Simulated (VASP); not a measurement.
# BaO (Fm-3m) in VASP: notebook

BaO is run at these levels: PBEsol; tasks: single point.

Program: VASP 6.6.1. These are calculated values, not measurements. Logs are shortened: lines on timing, memory, paths and dates and some standing lists are left out, and cuts for length are marked.

### 1 The cell of the first run

It takes space group Fm-3m (No. 225, cubic). Conventional cell: a = 4.052 Å, b = 4.052 Å, c = 4.052 Å, α = 90.00°, β = 90.00°, γ = 90.00°. Ba (site symmetry m-3m) has 6 O at 2.03 Å within 2.7 Å. O (site symmetry m-3m) has 6 Ba at 2.03 Å within 2.7 Å.

### 2 Single point, PBEsol (volume scaled by 0.4)

Contents of INCAR:

```
ALGO = Normal
EDIFF = 1E-6
ENCUT = 600
GGA = PS
GGA_COMPAT = False
ISIF = 2
ISMEAR = -1
LASPH = True
LCHARG = False
LREAL = False
LWAVE = False
NBANDS = 15
NELM = 120
PREC = Accurate
SIGMA = 0.03
```

Contents of KPOINTS:

```
k-points
0
Gamma
  9 9 9
```

Contents of POSCAR:

```
BaO
1.0
    0.0000000000      2.0262173242      2.0262173242
    2.0262173242      0.0000000000      2.0262173242
    2.0262173242      2.0262173242      0.0000000000
Ba O
1 1
Direct
    0.0000000000      0.0000000000      0.0000000000
    0.5000000000      0.5000000000      0.5000000000
```

Potentials or basis: VASP PAW PBE potentials, release 64 (Ba_sv, O).

The run is started by

```console
$ cat potpaw_PBE.64/Ba_sv/POTCAR potpaw_PBE.64/O/POTCAR > POTCAR
$ mpirun -np 1 vasp_std > vasp.out
```

OUTCAR:

```text
EDIFF = 1E-6
   ENCUT = 600
   GGA = PS
   ISIF = 2
   ISMEAR = -1
   LASPH = True
   LREAL = False
   NELM = 120
   PREC = Accurate

 ion  position               nearest neighbor table
   1  0.000  0.000  0.000-   2 2.03   2 2.03   2 2.03   2 2.03   2 2.03   2 2.03
   2  0.500  0.500  0.500-   1 2.03   1 2.03   1 2.03   1 2.03   1 2.03   1 2.03

  LATTYP: Found a face centered cubic cell.
 ALAT       =     4.0524346484

  Lattice vectors:

 A1 = (   0.0000000000,   2.0262173242,   2.0262173242)
 A2 = (   2.0262173242,   0.0000000000,   2.0262173242)
 A3 = (   2.0262173242,   2.0262173242,   0.0000000000)

Analysis of symmetry for initial positions (statically):
=====================================================================
 Subroutine PRICEL returns:
 Original cell was already a primitive cell.

 Routine SETGRP: Setting up the symmetry group for a
 face centered cubic supercell.

 Subroutine GETGRP returns: Found 48 space group operations
 (whereof 48 operations were pure point group operations)
 out of a pool of 48 trial point group operations.

The static configuration has the point symmetry O_h .

Analysis of symmetry for dynamics (positions and initial velocities):
=====================================================================
 Subroutine PRICEL returns:
 Original cell was already a primitive cell.

 Routine SETGRP: Setting up the symmetry group for a
 face centered cubic supercell.

 Subroutine GETGRP returns: Found 48 space group operations
 (whereof 48 operations were pure point group operations)
 out of a pool of 48 trial point group operations.

The dynamic configuration has the point symmetry O_h .

 Subroutine INISYM returns: Found 48 space group operations
 (whereof 48 operations are pure point group operations),
 and found     1 'primitive' translations

----------------------------------------------------------------------------------------

                                     Primitive cell

  volume of cell :      16.6375

  direct lattice vectors                    reciprocal lattice vectors
     0.000000000  2.026217324  2.026217324    -0.246765238  0.246765238  0.246765238
     2.026217324  0.000000000  2.026217324     0.246765238 -0.246765238  0.246765238
     2.026217324  2.026217324  0.000000000     0.246765238  0.246765238 -0.246765238

  length of vectors
     2.865504020  2.865504020  2.865504020     0.427409930  0.427409930  0.427409930

  position of ions in fractional coordinates (direct lattice)
     0.000000000  0.000000000  0.000000000
     0.500000000  0.500000000  0.500000000

  ion indices of the primitive-cell ions
   primitive index   ion index
                 1           1
                 2           2

----------------------------------------------------------------------------------------

 KPOINTS: k-points

Automatic generation of k-mesh.
 Grid dimensions read from file:
 generate k-points for:    9    9    9

 Generating k-lattice:

  Cartesian coordinates                     Fractional coordinates (reciprocal lattice)
    -0.027418360  0.027418360  0.027418360     0.111111111  0.000000000  0.000000000
     0.027418360 -0.027418360  0.027418360     0.000000000  0.111111111  0.000000000
     0.027418360  0.027418360 -0.027418360     0.000000000  0.000000000  0.111111111

  Length of vectors
     0.047489992  0.047489992  0.047489992

  Shift w.r.t. Gamma in fractional coordinates (k-lattice)
     0.000000000  0.000000000  0.000000000

 Subroutine IBZKPT returns following result:
 ===========================================

 Found     35 irreducible k-points:

 Following reciprocal coordinates:
            Coordinates               Weight
  0.000000  0.000000  0.000000      1.000000
  0.111111  0.000000  0.000000      8.000000
  0.222222  0.000000  0.000000      8.000000
  0.333333  0.000000  0.000000      8.000000
  0.444444  0.000000  0.000000      8.000000
  0.111111  0.111111  0.000000      6.000000
[... 16 lines left out ...]
 -0.333333  0.333333  0.000000     12.000000
  0.444444  0.444444  0.000000      6.000000
 [... further k-points ...]
   k-points           NKPTS =     35   k-points in BZ     NKDIM =     35   number of bands    NBANDS=     15
   number of dos      NEDOS =    301   number of ions     NIONS =      2
   total plane-waves  NPLWV =  13824
   dimension x,y,z NGX =    24 NGY =   24 NGZ =   24
   dimension x,y,z NGXF=    48 NGYF=   48 NGZF=   48
   ions per type =               1   1
   NGX,Y,Z   is equivalent  to a cutoff of  13.92, 13.92, 13.92 a.u.
   NGXF,Y,Z  is equivalent  to a cutoff of  27.85, 27.85, 27.85 a.u.
 SYSTEM =  unknown system
   PREC   = accura    normal or accurate (medium, high low for compatibility)
   ISTART =      0    job   : 0-new  1-cont  2-samecut
   ICHARG =      2    charge: 1-file 2-atom 10-const
   ISPIN  =      1    spin polarized calculation?
   LNONCOLLINEAR =      F non collinear calculations
   LSORBIT =      F    spin-orbit coupling
   LASPH  =      T    aspherical Exc in radial PAW
   ENCUT  =  600.0 eV  44.10 Ry    6.64 a.u.   5.72  5.72  5.72*2*pi/ulx,y,z
   NELM   =    120;   NELMIN=  2; NELMDL= -5     # of ELM steps
   EDIFF  = 0.1E-05   stopping-criterion for ELM
   LREAL  =      F    real-space projection
   EDIFFG = 0.1E-04   stopping-criterion for IOM
   NSW    =      0    number of steps for IOM
   IBRION =     -1    ionic relax: 0-MD 1-quasi-New 2-CG
   NFREE  =      0    steps in history (QN), initial steepest desc. (CG)
   ISIF   =      2    stress and relaxation
   ISYM   =      2    0-nonsym 1-usesym 2-fastsym
   POTIM  = 0.5000    time-step for ionic-motion
   TEBEG  =    0.0;   TEEND  =   0.0 temperature during run
   PSTRESS=    0.0 pullay stress
   NELECT =      16.0000    total number of electrons
   NUPDOWN=      -1.0000    fix difference up-down
   EMIN   =  10.00;   EMAX   =-10.00  energy-range for DOS
   EFERMI =   0.00;   METHOD = LEGACY
   ISMEAR =    -1;   SIGMA  =   0.03  broadening in eV -4-tet -1-fermi 0-gaus
   EFERMI_NEDOS =   21; number of points for ismear=-14 and -15
   IALGO  =     38    algorithm
   IMIX   =      4    mixing-type and parameters
     AMIX     =   0.40;   BMIX     =  1.00
     AMIX_MAG =   1.60;   BMIX_MAG =  1.00
  volume/ion in A,a.u.               =       8.32        56.14
  Fermi-wavevector in a.u.,A,eV,Ry     =   1.615916  3.053639 35.527326  2.611185
  Thomas-Fermi vector in A             =   2.710587
   LORBIT       =      0    0 simple, 1 ext, 2 COOP (PROOUT), +10 PAW based schemes
   GGA     = PS    functional components
   LHFCALC =     F    Hartree Fock is set to
   AEXX    =    0.0000 exact exchange contribution
   IVDW    =     0    specifies the selected vdW correction
   LEPSILON=     F    determine dielectric tensor
   LRPA    =     F    only Hartree local field effects (RPA)
 non-spin polarized calculation
  energy-cutoff  :      600.00
  volume of cell :       16.64
 maximum number of plane-waves:       568
   NGX = 11   NGY = 11   NGZ = 11

 number of electron      15.9999999 magnetization

 Free energy of the ion-electron system (eV)
  ---------------------------------------------------
  ext. energy  EPLUGINS =         0.00000000
  ---------------------------------------------------
  free energy    TOTEN  =         6.26903524 eV

  energy without entropy =        6.27473149  energy(sigma->0) =        6.27188336

 E-fermi :  12.2272     XC(G=0): -14.9625

 val. band max:       12.1800599825   @ k =   0.2222   0.1111   0.0000
 cond. band min:      12.2469014704   @ k =  -0.3333   0.3333   0.1111
 fundamental gap:      0.0668414879
 Fermi energy:        12.2272289877

 k-point     1 :       0.0000    0.0000    0.0000
  band No.  band energies     occupation
      1     -21.9794      2.00000
      2      -3.4653      2.00000
      3       0.6601      2.00000
      4       0.6601      2.00000
      5       0.6601      2.00000
      6       9.8645      2.00000
      7       9.8645      2.00000
      8       9.8645      2.00000
      9      14.1549      0.00000
     10      14.1549      0.00000
     11      14.1549      0.00000
     12      20.0762      0.00000
     13      20.0762      0.00000
     14      20.5733      0.00000
     15      23.7774      0.00000

 k-point     2 :       0.1111    0.0000    0.0000
  band No.  band energies     occupation
      1     -21.6556      2.00000
      2      -4.9017      2.00000
      3       0.6568      2.00000
      4       0.6568      2.00000
      5       1.2290      2.00000
      6       8.8078      2.00000
      7       8.8078      2.00000
      8       9.2429      2.00000
      9      13.9434      0.00000
     10      14.8161      0.00000
     11      14.8161      0.00000
     12      21.5586      0.00000
     13      21.5586      0.00000
     14      22.6790      0.00000
     15      24.7679      0.00000

 k-point     3 :       0.2222    0.0000    0.0000
  band No.  band energies     occupation
      1     -20.6982      2.00000
      2      -7.7859      2.00000
      3       0.7299      2.00000
      4       0.7299      2.00000
      5       1.8064      2.00000
      6       6.7353      2.00000
      7       6.7353      2.00000
      8       8.0772      2.00000
      9      14.2399      0.00000
     10      16.6314      0.00000
     11      16.6314      0.00000
     12      24.8371      0.00000
     13      24.8371      0.00000
     14      25.9107      0.00000
     15      28.5006      0.00000
[... 343 lines left out ...]
 k-point    23 :      -0.3333    0.3333    0.0000
  band No.  band energies     occupation
      1     -15.4059      2.00000
      2     -12.9429      2.00000
      3      -7.1214      2.00000
      4      -1.7907      2.00000
      5      -0.9426      2.00000
      6       7.7479      2.00000
      7       8.9038      2.00000
      8      12.6355      0.00000
      9      14.6830      0.00000
     10      19.9893      0.00000
     11      22.3757      0.00000
     12      27.2474      0.00000
     13      30.1134      0.00000
     14      31.6314      0.00000
     15      37.1749      0.00000

 k-point    24 :       0.4444    0.4444    0.0000
  band No.  band energies     occupation
      1     -16.2564      2.00000
      2      -9.1736      2.00000
      3      -8.2102      2.00000
      4      -3.6827      2.00000
      5      -3.6827      2.00000
      6       7.5646      2.00000
      7      12.2776      0.31472
      8      12.2776      0.31472
      9      13.2657      0.00000
     10      25.5077      0.00000
     11      25.6125      0.00000
     12      29.2904      0.00000
     13      29.2904      0.00000
     14      30.5042      0.00000
     15      36.1802      0.00000

 [... further k-points ...]
[... 5 lines left out ...]
  --------------------------------------------------------------------------------------
  -------------------------------------------------------------------------------------
  Total       52.4717526     52.4717526     52.4717526      0.0000000     -0.0000000      0.0000000
  in kB     5052.9858699   5052.9858699   5052.9858699      0.0000000     -0.0000000      0.0000000
  external PRESSURE =    5052.9858699 kB  Pullay stress =       0.0000000 kB

 VOLUME and BASIS-vectors are now :
 -----------------------------------------------------------------------------
  energy-cutoff  :      600.00
  volume of cell :       16.64
      direct lattice vectors                 reciprocal lattice vectors
     0.000000000  2.026217324  2.026217324    -0.246765238  0.246765238  0.246765238
     2.026217324  0.000000000  2.026217324     0.246765238 -0.246765238  0.246765238
     2.026217324  2.026217324  0.000000000     0.246765238  0.246765238 -0.246765238

 POSITION                                       TOTAL-FORCE (eV/Angst)
 -----------------------------------------------------------------------------------
      0.00000      0.00000      0.00000        -0.000000     -0.000000     -0.000000
      2.02622      2.02622      2.02622         0.000000      0.000000      0.000000
 -----------------------------------------------------------------------------------
    total drift:                                0.000000     -0.000000      0.000000

  FREE ENERGIE OF THE ION-ELECTRON SYSTEM (eV)
  ---------------------------------------------------
  free  energy   TOTEN  =         6.2690352388 eV

  energy  without entropy=        6.2747314907  energy(sigma->0) =        6.27188336
```

It took 18 s on 1 thread of Intel Xeon 8259CL, shared host; peak memory 0.15 GiB.

What came out:

| Property | Result |
| --- | --- |
| Free energy | 6.2690 eV |
| Pressure | 505.3 GPa |
| Band gap on the k mesh | zero (band 8 reaches 12.82 eV, above the bottom of band 9 at 10.73 eV) |

Caveat: the PAW data sets were made with another functional, which shifts forces and pressure a little; spin-orbit coupling is left out, which moves the levels of the heavy elements.

### 3 Single point, PBEsol (volume scaled by 0.45)

Contents of INCAR:

```
PREC = Accurate ; ENCUT = 600
EDIFF = 1E-6 ; ISMEAR = -1
SIGMA = 0.03 ; LREAL = F
LASPH = T ; NELM = 120
ALGO = Normal ; ISIF = 2
LWAVE = F ; LCHARG = F
GGA = PS ; NBANDS = 15
GGA_COMPAT = F
```

Contents of KPOINTS:

```
regular mesh
0
Gamma
  9 9 9
```

Contents of POSCAR:

```
BaO
1.0
    0.0000000000      2.1073509391      2.1073509391
    2.1073509391      0.0000000000      2.1073509391
    2.1073509391      2.1073509391      0.0000000000
Ba O
1 1
Direct
    0.0000000000      0.0000000000      0.0000000000
    0.5000000000      0.5000000000      0.5000000000
```

Potentials or basis: VASP PAW PBE potentials, release 64 (Ba_sv, O).

The run is started by

```console
$ cat potpaw_PBE.64/Ba_sv/POTCAR potpaw_PBE.64/O/POTCAR > POTCAR
$ mpirun -np 1 vasp_std > vasp.out
```

Run time: 18 s. Hardware: 1 thread of Intel Xeon 8259CL, shared host; peak memory 0.15 GiB.

The run converged. Its results:

- Free energy: 0.7253 eV
- Pressure: 356.1 GPa
- Band gap on the k mesh: zero (band 8 reaches 10.92 eV, above the bottom of band 9 at 9.29 eV)

Levels at points of the mesh, in eV from the Fermi level:
| k point | band 6 | band 7 | band 8 | band 9 | band 10 | band 11 |
| --- | --- | --- | --- | --- | --- | --- |
| (0.00, 0.00, 0.00) | -2.49 | -2.49 | -2.49 | 2.35 | 2.35 | 2.35 |

Caveat: the PAW data sets were made with another functional, which shifts forces and pressure a little; spin-orbit coupling is left out, which moves the levels of the heavy elements.

(Part 1 of 3 ends here.)
